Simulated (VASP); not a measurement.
# PC4 (Pm-3m) in VASP: single point with PBE

Aim: the single point of PC4 with PBE.

Everything below comes from runs of VASP 6.6.1. Logs are shortened: lines on timing, memory, paths and dates and some standing lists are left out, and cuts for length are marked.

## (1) The cell of the first run

It takes space group Pm-3m (No. 221, cubic). The conventional cell has a = 4.168 Å, b = 4.168 Å, c = 4.168 Å, α = 90.00°, β = 90.00°, γ = 90.00°. Within 2.8 Å of P (site symmetry m-3m) lie 6 C at 2.08 Å. C (site symmetry m-3m) has 12 C at 2.95 Å and 8 P at 3.61 Å within 3.9 Å. C (site symmetry 4/mmm) has 2 P at 2.08 Å within 2.8 Å.

## (2) Single point, PBE

Input file INCAR:

```
PREC = Accurate ; ENCUT = 520
EDIFF = 1E-6 ; ISMEAR = 0
SIGMA = 0.1 ; LREAL = F
LASPH = T ; NELM = 80
ALGO = Normal ; ISIF = 2
LWAVE = F ; LCHARG = F
GGA = PE ; NBANDS = 18
```

Input file KPOINTS:

```
regular mesh
0
Gamma
  4 4 4
```

Input file POSCAR:

```
PC4
1.0
    4.1682594400      0.0000000000      0.0000000000
    0.0000000000      4.1682594400      0.0000000000
    0.0000000000      0.0000000000      4.1682594400
P C
1 4
Direct
    0.5000000000      0.5000000000      0.5000000000
    0.0000000000      0.0000000000      0.0000000000
    0.5000000000      0.5000000000      0.0000000000
    0.5000000000      0.0000000000      0.5000000000
    0.0000000000      0.5000000000      0.5000000000
```

Potentials or basis: VASP PAW PBE potentials, release 64 (P, C).

Command:

```console
$ cat potpaw_PBE.64/P/POTCAR potpaw_PBE.64/C/POTCAR > POTCAR
$ mpirun -np 1 vasp_std > vasp.out
```

OUTCAR:

```text
PREC = Accurate
   ENCUT = 520
   EDIFF = 1E-6
   ISMEAR = 0
   LREAL = F
   LASPH = T
   NELM = 80
   ISIF = 2
   GGA = PE

 ion  position               nearest neighbor table
   1  0.500  0.500  0.500-   3 2.08   4 2.08   5 2.08   3 2.08   4 2.08   5 2.08
   2  0.000  0.000  0.000-
   3  0.500  0.500  0.000-   1 2.08   1 2.08
   4  0.500  0.000  0.500-   1 2.08   1 2.08
   5  0.000  0.500  0.500-   1 2.08   1 2.08

  LATTYP: Found a simple cubic cell.
 ALAT       =     4.1682594400

  Lattice vectors:

 A1 = (   4.1682594400,   0.0000000000,   0.0000000000)
 A2 = (   0.0000000000,   4.1682594400,   0.0000000000)
 A3 = (   0.0000000000,   0.0000000000,   4.1682594400)

Analysis of symmetry for initial positions (statically):
=====================================================================
 Subroutine PRICEL returns:
 Original cell was already a primitive cell.

 Routine SETGRP: Setting up the symmetry group for a
 simple cubic supercell.

 Subroutine GETGRP returns: Found 48 space group operations
 (whereof 48 operations were pure point group operations)
 out of a pool of 48 trial point group operations.

The static configuration has the point symmetry O_h .

Analysis of symmetry for dynamics (positions and initial velocities):
=====================================================================
 Subroutine PRICEL returns:
 Original cell was already a primitive cell.

 Routine SETGRP: Setting up the symmetry group for a
 simple cubic supercell.

 Subroutine GETGRP returns: Found 48 space group operations
 (whereof 48 operations were pure point group operations)
 out of a pool of 48 trial point group operations.

The dynamic configuration has the point symmetry O_h .

 Subroutine INISYM returns: Found 48 space group operations
 (whereof 48 operations are pure point group operations),
 and found     1 'primitive' translations

----------------------------------------------------------------------------------------

                                     Primitive cell

  volume of cell :      72.4210

  direct lattice vectors                    reciprocal lattice vectors
     4.168259440  0.000000000  0.000000000     0.239908291  0.000000000  0.000000000
     0.000000000  4.168259440  0.000000000     0.000000000  0.239908291  0.000000000
     0.000000000  0.000000000  4.168259440     0.000000000  0.000000000  0.239908291

  length of vectors
     4.168259440  4.168259440  4.168259440     0.239908291  0.239908291  0.239908291

  position of ions in fractional coordinates (direct lattice)
     0.500000000  0.500000000  0.500000000
     0.000000000  0.000000000  0.000000000
     0.500000000  0.500000000  0.000000000
     0.500000000  0.000000000  0.500000000
     0.000000000  0.500000000  0.500000000

  ion indices of the primitive-cell ions
   primitive index   ion index
                 1           1
                 2           2
                 3           3
                 4           4
                 5           5

----------------------------------------------------------------------------------------

 KPOINTS: regular mesh

Automatic generation of k-mesh.
 Grid dimensions read from file:
 generate k-points for:    4    4    4

 Generating k-lattice:

  Cartesian coordinates                     Fractional coordinates (reciprocal lattice)
     0.059977073  0.000000000  0.000000000     0.250000000  0.000000000  0.000000000
     0.000000000  0.059977073  0.000000000     0.000000000  0.250000000  0.000000000
     0.000000000  0.000000000  0.059977073     0.000000000  0.000000000  0.250000000

  Length of vectors
     0.059977073  0.059977073  0.059977073

  Shift w.r.t. Gamma in fractional coordinates (k-lattice)
     0.000000000  0.000000000  0.000000000

 Subroutine IBZKPT returns following result:
 ===========================================

 Found     10 irreducible k-points:

 Following reciprocal coordinates:
            Coordinates               Weight
  0.000000  0.000000  0.000000      1.000000
  0.250000  0.000000  0.000000      6.000000
  0.500000  0.000000  0.000000      3.000000
  0.250000  0.250000  0.000000     12.000000
  0.500000  0.250000  0.000000     12.000000
  0.500000  0.500000  0.000000      3.000000
  0.250000  0.250000  0.250000      8.000000
  0.500000  0.250000  0.250000     12.000000
  0.500000  0.500000  0.250000      6.000000
  0.500000  0.500000  0.500000      1.000000
   k-points           NKPTS =     10   k-points in BZ     NKDIM =     10   number of bands    NBANDS=     18
   number of dos      NEDOS =    301   number of ions     NIONS =      5
   total plane-waves  NPLWV =  32768
   dimension x,y,z NGX =    32 NGY =   32 NGZ =   32
   dimension x,y,z NGXF=    64 NGYF=   64 NGZF=   64
   ions per type =               1   4
   NGX,Y,Z   is equivalent  to a cutoff of  12.76, 12.76, 12.76 a.u.
   NGXF,Y,Z  is equivalent  to a cutoff of  25.53, 25.53, 25.53 a.u.
 SYSTEM =  unknown system
   PREC   = accura    normal or accurate (medium, high low for compatibility)
   ISTART =      0    job   : 0-new  1-cont  2-samecut
   ICHARG =      2    charge: 1-file 2-atom 10-const
   ISPIN  =      1    spin polarized calculation?
   LNONCOLLINEAR =      F non collinear calculations
   LSORBIT =      F    spin-orbit coupling
   LASPH  =      T    aspherical Exc in radial PAW
   ENCUT  =  520.0 eV  38.22 Ry    6.18 a.u.   7.75  7.75  7.75*2*pi/ulx,y,z
   NELM   =     80;   NELMIN=  2; NELMDL= -5     # of ELM steps
   EDIFF  = 0.1E-05   stopping-criterion for ELM
   LREAL  =      F    real-space projection
   EDIFFG = 0.1E-04   stopping-criterion for IOM
   NSW    =      0    number of steps for IOM
   IBRION =     -1    ionic relax: 0-MD 1-quasi-New 2-CG
   NFREE  =      0    steps in history (QN), initial steepest desc. (CG)
   ISIF   =      2    stress and relaxation
   ISYM   =      2    0-nonsym 1-usesym 2-fastsym
   POTIM  = 0.5000    time-step for ionic-motion
   TEBEG  =    0.0;   TEEND  =   0.0 temperature during run
   PSTRESS=    0.0 pullay stress
   NELECT =      21.0000    total number of electrons
   NUPDOWN=      -1.0000    fix difference up-down
   EMIN   =  10.00;   EMAX   =-10.00  energy-range for DOS
   EFERMI =   0.00;   METHOD = LEGACY
   ISMEAR =     0;   SIGMA  =   0.10  broadening in eV -4-tet -1-fermi 0-gaus
   EFERMI_NEDOS =   21; number of points for ismear=-14 and -15
   IALGO  =     38    algorithm
   IMIX   =      4    mixing-type and parameters
     AMIX     =   0.40;   BMIX     =  1.00
     AMIX_MAG =   1.60;   BMIX_MAG =  1.00
  volume/ion in A,a.u.               =      14.48        97.74
  Fermi-wavevector in a.u.,A,eV,Ry     =   1.083577  2.047664 15.975138  1.174140
  Thomas-Fermi vector in A             =   2.219647
   LORBIT       =      0    0 simple, 1 ext, 2 COOP (PROOUT), +10 PAW based schemes
   GGA     = PE    functional components
   LHFCALC =     F    Hartree Fock is set to
   AEXX    =    0.0000 exact exchange contribution
   IVDW    =     0    specifies the selected vdW correction
   LEPSILON=     F    determine dielectric tensor
   LRPA    =     F    only Hartree local field effects (RPA)
 non-spin polarized calculation
 Gauss-broadening in eV      SIGMA  =   0.10
  energy-cutoff  :      520.00
  volume of cell :       72.42
 maximum number of plane-waves:      1972
 NGX is ok and might be reduce to    32
   NGX = 15   NGY = 15   NGZ = 15

 number of electron      21.0000002 magnetization

 Free energy of the ion-electron system (eV)
  ---------------------------------------------------
  ext. energy  EPLUGINS =         0.00000000
  ---------------------------------------------------
  free energy    TOTEN  =       -22.86441058 eV

  energy without entropy =      -22.85522368  energy(sigma->0) =      -22.85981713

 E-fermi :   2.3414     XC(G=0):  -9.7026

 val. band max:        2.0513661522   @ k =   0.2500   0.2500   0.0000
 cond. band min:       2.3638876305   @ k =   0.2500   0.2500   0.2500
 fundamental gap:      0.3125214783
 Fermi energy:         2.3413501113

 k-point     1 :       0.0000    0.0000    0.0000
  band No.  band energies     occupation
      1     -12.1310      2.00000
      2      -5.8659      2.00000
      3      -5.8471      2.00000
      4      -5.8471      2.00000
      5      -3.5714      2.00000
      6      -3.5714      2.00000
[... 10 lines left out ...]
     17       4.9367      0.00000
     18      11.0040      0.00000

 k-point     2 :       0.2500    0.0000    0.0000
  band No.  band energies     occupation
      1     -11.8373      2.00000
      2      -7.3978      2.00000
      3      -5.8044      2.00000
      4      -5.6738      2.00000
      5      -3.3899      2.00000
      6      -3.3899      2.00000
[... 10 lines left out ...]
     17       4.5765      0.00000
     18      10.7263      0.00000

 k-point     3 :       0.5000    0.0000    0.0000
  band No.  band energies     occupation
      1     -11.4258      2.00000
      2      -8.5114      2.00000
      3      -5.7605      2.00000
      4      -5.4407      2.00000
      5      -3.1772      2.00000
      6      -3.1772      2.00000
[... 10 lines left out ...]
     17       5.4149      0.00000
     18       7.5632      0.00000

 k-point     4 :       0.2500    0.2500    0.0000
  band No.  band energies     occupation
      1     -11.5393      2.00000
      2      -7.2553      2.00000
      3      -7.1134      2.00000
      4      -5.7078      2.00000
      5      -3.7861      2.00000
      6      -3.2182      2.00000
[... 81 lines left out ...]
      4      -5.9967      2.00000
      5      -5.8534      2.00000
      6      -0.7034      2.00000
[... 10 lines left out ...]
     17       5.7387      0.00000
     18       7.2552      0.00000

 k-point     9 :       0.5000    0.5000    0.2500
  band No.  band energies     occupation
      1     -10.3028      2.00000
      2      -7.8840      2.00000
      3      -7.8840      2.00000
      4      -6.3363      2.00000
      5      -6.0123      2.00000
      6      -0.3935      2.00000
[... 10 lines left out ...]
     17       6.9345      0.00000
     18       6.9452      0.00000

 k-point    10 :       0.5000    0.5000    0.5000
  band No.  band energies     occupation
      1      -9.6749      2.00000
      2      -7.7688      2.00000
      3      -7.7688      2.00000
      4      -7.7688      2.00000
      5      -5.8468      2.00000
      6      -1.0859      2.00000
[... 10 lines left out ...]
     17       6.4502      0.00000
     18       6.4502      0.00000

------------------------ aborting loop because EDIFF is reached ----------------------------------------

  FORCE on cell =-STRESS in cart. coord.  units (eV):
  Direction    XX          YY          ZZ          XY          YZ          ZX
  --------------------------------------------------------------------------------------
  -------------------------------------------------------------------------------------
  Total      -12.9987645    -12.9987645    -12.9987645     -0.0000000     -0.0000000     -0.0000000
  in kB     -287.5732137   -287.5732137   -287.5732137     -0.0000000     -0.0000000     -0.0000000
  external PRESSURE =    -287.5732137 kB  Pullay stress =       0.0000000 kB

 VOLUME and BASIS-vectors are now :
 -----------------------------------------------------------------------------
  energy-cutoff  :      520.00
  volume of cell :       72.42
      direct lattice vectors                 reciprocal lattice vectors
     4.168259440  0.000000000  0.000000000     0.239908291  0.000000000  0.000000000
     0.000000000  4.168259440  0.000000000     0.000000000  0.239908291  0.000000000
     0.000000000  0.000000000  4.168259440     0.000000000  0.000000000  0.239908291

 POSITION                                       TOTAL-FORCE (eV/Angst)
 -----------------------------------------------------------------------------------
      2.08413      2.08413      2.08413         0.000000      0.000000      0.000000
      0.00000      0.00000      0.00000         0.000000      0.000000      0.000000
      2.08413      2.08413      0.00000         0.000000      0.000000      0.000000
      2.08413      0.00000      2.08413         0.000000      0.000000      0.000000
      0.00000      2.08413      2.08413         0.000000      0.000000      0.000000
 -----------------------------------------------------------------------------------
    total drift:                                0.000000     -0.000000     -0.000000

  FREE ENERGIE OF THE ION-ELECTRON SYSTEM (eV)
  ---------------------------------------------------
  free  energy   TOTEN  =       -22.8644105754 eV

  energy  without entropy=      -22.8552236826  energy(sigma->0) =      -22.85981713
```

Run time: 15 s. Hardware: 1 thread of Intel Xeon 8259CL, shared host; peak memory 0.17 GiB.

What came out:

* Free energy: -22.8644 eV
* Pressure: -28.8 GPa

Caveat: the k points lie up to 0.38 Å⁻¹ apart.
